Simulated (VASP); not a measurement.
Input of a VASP 6.6.1 run:

POSCAR

```
MgS
1.0
    0.0000000000      2.7315938339      2.5332669929
    2.7315938339      0.0000000000      2.5332669929
    2.7315938339      2.7315938339      0.0000000000
Mg S
1 1
Direct
    0.0000000000      0.0000000000      0.0000000000
    0.5000000000      0.5000000000      0.5000000000
```

Contents of INCAR.step1:

```
PREC     = Accurate       # precision mode
ENCUT    = 520            # plane-wave cutoff, eV
EDIFF    = 1E-5           # SCF threshold, eV
ISMEAR   = 0              # smearing method
SIGMA    = 0.01           # smearing width, eV
LREAL    = F              # projectors in reciprocal space
LASPH    = T              # aspherical terms in the spheres
NELM     = 100            # most SCF steps
ALGO     = Normal         # electronic algorithm
ISIF     = 2              # what is computed and relaxed
LWAVE    = T              # write WAVECAR
LCHARG   = F              # write CHGCAR
GGA      = PE             # functional
NBANDS   = 11             # bands
```

The input INCAR.step2:

```
PREC     = Accurate       # precision mode
ENCUT    = 520            # plane-wave cutoff, eV
EDIFF    = 1E-7           # SCF threshold, eV
ISMEAR   = 0              # smearing method
SIGMA    = 0.01           # smearing width, eV
LREAL    = F              # projectors in reciprocal space
LASPH    = T              # aspherical terms in the spheres
NELM     = 100            # most SCF steps
ALGO     = Normal         # electronic algorithm
ISIF     = 2              # what is computed and relaxed
LWAVE    = F              # write WAVECAR
LCHARG   = F              # write CHGCAR
GGA      = PE             # functional
LHFCALC  = T              # exact exchange
HFSCREEN = 0.2079         # screening, 1/A
PRECFOCK = Normal       
ISTART   = 1            
NBANDS   = 11             # bands
```

Contents of KPOINTS:

```
Automatic mesh
0
Gamma
  6 6 6
```

Potentials or basis: VASP PAW PBE potentials, release 64 (Mg, S).

The run is started by

```console
$ cat potpaw_PBE.64/Mg/POTCAR potpaw_PBE.64/S/POTCAR > POTCAR
$ cp INCAR.step1 INCAR
$ mpirun -np 1 vasp_std > vasp.out
$ cp INCAR.step2 INCAR
$ mpirun -np 1 vasp_std > vasp.out
```

(1) Estimate the pressure.

(2) Predict the band gap on the k mesh.

Results:

(1) -4.7 GPa.

(2) 3.29 eV (least direct gap 4.10 eV).

Caveat: the cell differs from its parent crystal (epitaxial xy strain +5.0%); the stress differs along the axes, from -7 to -1 GPa; the PAW data sets were made with another functional, which shifts forces and pressure a little.
